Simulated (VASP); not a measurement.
Set up this calculation in VASP 6.6.1, as the native input.

```yaml
Task: single point
Functional: PBE
Potentials_or_basis: VASP PAW PBE potentials, release 64 (Bi_d, Te)
Cutoff: 520 eV
k_mesh: 9 × 9 × 1
Occupations: gaussian, width 0.05 eV
Spin: no spin polarisation
Dipole_correction: yes
Further_INCAR_settings: ALGO = Normal; EDIFF = 1e-06; NBANDS = 55
```

The structure of Bi4Te5 lies in POSCAR:

```
Bi4Te5
1.0
    4.4465494044      0.0000000000      0.0000000000
   -2.2232747022      3.8508247434      0.0000000000
    0.0000000000      0.0000000000     32.3362793765
Bi Te
4 5
Direct
    0.3333333333      0.6666666667      0.2455587332
    0.3333333333      0.6666666667      0.4368792253
    0.0000000000      0.0000000000      0.5631207485
    0.0000000000      0.0000000000      0.7544413026
    0.6666666667      0.3333333333      0.2932546223
    0.0000000000      0.0000000000      0.3834453891
    0.6666666667      0.3333333333      0.4999999829
    0.3333333333      0.6666666667      0.6165545937
    0.6666666667      0.3333333333      0.7067454024
```

The input as run:

INCAR

```
SYSTEM = Bi4Te5
  PREC = Accurate
  ENCUT = 520
  EDIFF = 1E-6
  ISMEAR = 0
  SIGMA = 0.05
  LREAL = .FALSE.
  LASPH = .TRUE.
  NELM = 100
  ALGO = Normal
  ISIF = 2
  LWAVE = .FALSE.
  LCHARG = .TRUE.
  LDIPOL = .TRUE.
  IDIPOL = 3
  DIPOL = 0.5 0.5 0.500
  GGA = PE
  LELF = .TRUE.
  LVHAR = .TRUE.
  LVACPOTAV = .TRUE.
  NBANDS = 55
```

KPOINTS

```
Automatic mesh
0
G
  9 9 1
  0 0 0
```

Potentials or basis: VASP PAW PBE potentials, release 64 (Bi_d, Te).

The run is started by

```sh
$ cat potpaw_PBE.64/Bi_d/POTCAR potpaw_PBE.64/Te/POTCAR > POTCAR
$ mpirun -np 1 vasp_std > vasp.out
```

It gave:

The largest force is 0.009 eV/Å. The band gap on the k mesh is zero (bands 45 and 46 overlap by 1.08 eV).

Caveat: spin-orbit coupling is left out, which moves the levels of the heavy elements.

Run time: 17 min on 1 thread of Intel(R) Xeon(R) Platinum 8488C (Sapphire Rapids) (shared host), peak memory 0.8 GiB.
